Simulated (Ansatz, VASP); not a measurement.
BN: VASP beside Ansatz

The input INCAR:

```
SYSTEM = BN
PREC     = Accurate       ! precision mode
ENCUT    = 600            ! plane-wave cutoff, eV
EDIFF    = 1E-6           ! SCF threshold, eV
ISMEAR   = 0              ! smearing method
SIGMA    = 0.01           ! smearing width, eV
LREAL    = .False.        ! projectors in reciprocal space
LASPH    = .True.         ! aspherical terms in the spheres
NELM     = 80             ! most SCF steps
ALGO     = Normal         ! electronic algorithm
ISIF     = 3              ! what is computed and relaxed
LWAVE    = .False.        ! write WAVECAR
LCHARG   = .False.        ! write CHGCAR
GGA      = PS             ! functional
IBRION   = 2              ! ionic algorithm
NSW      = 80             ! ionic steps
EDIFFG   = -0.001         ! ionic threshold
```

The input KPOINTS:

```
Automatic mesh
0
Gamma
  12 12 4
  0 0 0
```

The input POSCAR:

```
BN
1.0
    2.5043460065      0.0000000000      0.0000000000
   -1.2521730032      2.1688272615      0.0000000000
    0.0000000000      0.0000000000      7.0164125884
B N
2 2
Direct
    0.3333333333      0.6666666667      0.2500000000
    0.6666666667      0.3333333333      0.7500000000
    0.3333333333      0.6666666667      0.7500000000
    0.6666666667      0.3333333333      0.2500000000
```

Input for Ansatz:

```yaml
crystal:
  lattice:
    - [2.5043460065, 0.0, 0.0]
    - [-1.2521730032, 2.1688272615, 0.0]
    - [0.0, 0.0, 7.0164125884]
  atoms:
    - { symbol: B, position: [0.3333333333, 0.6666666667, 0.25] }
    - { symbol: B, position: [0.6666666667, 0.3333333333, 0.75] }
    - { symbol: "N", position: [0.3333333333, 0.6666666667, 0.75] }
    - { symbol: "N", position: [0.6666666667, 0.3333333333, 0.25] }
basis:
  ecutwfc: 420
kpoints:
  mp_grid: { grid: [12, 12, 4] }
hamiltonian:
  xc: pbesol
scf:
  occupations: { method: fixed }
output:
  forces: true
  stress: true
  eigenvalues: true
relax:
  adjacent_minimum: "off"
  f_tol: 0.001
  max_steps: 60
  cell: { stress_tol: 0.01 }
```

Alike in both runs: task relaxation of cell and atoms; functional PBEsol; k mesh 12 × 12 × 4; no spin polarisation.

|  | VASP | Ansatz |
| --- | --- | --- |
| version | VASP 6.6.1 | Ansatz 0.2.0 |
| potentials or method | VASP PAW PBE potentials, release 64 (B, N), cutoff 600 eV | scalar-relativistic, plane waves, PAW |
| occupations | gaussian, width 0.01 eV | fixed |
| valence electrons in the cell | 16 | 16 |

```csv
,VASP,Ansatz,Ansatz less VASP
"gap on the k mesh at the Fermi level, each at its own relaxed structure (eV)",4.22,4.27,+0.049
relaxed volume (Å³/atom),9.34,9.55,+0.206
relaxed cell length with the largest relative difference (Å),6.876,7.033,+0.1564
```

VASP's potentials were made for PBE, not for PBEsol.
